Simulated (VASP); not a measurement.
A run of VASP 6.6.1 is set up as follows.

Contents of INCAR:

```
SYSTEM = PtS2
PREC     = Accurate       ! precision mode
ENCUT    = 520            ! plane-wave cutoff, eV
EDIFF    = 1E-7           ! SCF threshold, eV
ISMEAR   = 0              ! smearing method
SIGMA    = 0.02           ! smearing width, eV
LREAL    = .FALSE.        ! projectors in reciprocal space
LASPH    = .TRUE.         ! aspherical terms in the spheres
NELM     = 60             ! most SCF steps
ALGO     = Normal         ! electronic algorithm
ISIF     = 2              ! what is computed and relaxed
LWAVE    = .FALSE.        ! write WAVECAR
LCHARG   = .FALSE.        ! write CHGCAR
GGA      = PS             ! functional
NBANDS   = 18             ! bands
```

File KPOINTS:

```
regular mesh
0
G
  12 12 8
  0 0 0
```

File POSCAR:

```
PtS2
1.0
    3.5715569962      0.0000000000      0.0000000000
   -1.7857784981      3.0930590898      0.0000000000
    0.0000000000      0.0000000000      4.7672297871
Pt S
1 2
Direct
    0.0000000000      0.0000000000      0.0000000000
    0.3333333333      0.6666666667      0.2510159186
    0.6666666667      0.3333333333      0.7489840814
```

Potentials or basis: VASP PAW PBE potentials, release 64 (Pt, S).

Run with:

```bash
$ cat potpaw_PBE.64/Pt/POTCAR potpaw_PBE.64/S/POTCAR > POTCAR
$ mpirun -np 1 vasp_std > vasp.out
```

Question: Estimate the pressure.

Answer: -0.3 GPa.

Question: Estimate the largest force.

Answer: 0.025 eV/Å.

Forces in eV/Å, atoms in the order of the input:
```
Pt   0.000  0.000  0.000
S    0.000  0.000 -0.025
S    0.000  0.000  0.025
```

Caveat: the PAW data sets were made with another functional, which shifts forces and pressure a little.
